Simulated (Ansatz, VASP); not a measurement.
## SiNi: VASP beside Ansatz

```
CELL_PARAMETERS angstrom
5.09764 0.00000 0.00000
0.00000 3.35044 0.00000
0.00000 0.00000 5.57365
ATOMIC_POSITIONS crystal
Si 0.32143 0.75000 0.08356
Si 0.17857 0.25000 0.58356
Si 0.82143 0.75000 0.41644
Si 0.67857 0.25000 0.91644
Ni 0.00777 0.25000 0.18910
Ni 0.49223 0.75000 0.68910
Ni 0.50777 0.25000 0.31090
Ni 0.99223 0.75000 0.81090
```

Alike in both runs: functional r2SCAN; k mesh 8 × 10 × 6; occupations gaussian, width 0.1 eV; no spin polarisation.

Ansatz relaxed the structure, and its values are those at the end. VASP's run is a single point on that final structure, the one shown.

```csv
,VASP,Ansatz
version,VASP 6.6.1,Ansatz 0.2.0
potentials or method,"VASP PAW PBE potentials, release 64 (Si, Ni), cutoff 520 eV","scalar-relativistic, plane waves, PAW"
valence electrons in the cell,56,88
```

|  | VASP | Ansatz | Ansatz less VASP |
| --- | --- | --- | --- |
| gap on the k mesh at the Fermi level (eV) | none | none | - |
| pressure (GPa) | 0.0 | 0.0 | -0.03 |
| rms of the force components (eV/Å) | 0.005 | 0.000 | -0.0049 |

VASP's potentials were made for PBE, not for r2SCAN. A gap of «none» marks a metal or a gap that the smearing closes. VASP's potentials hold 56 valence electrons a cell and Ansatz's 88, so a difference there can come from the potentials and not from the codes.
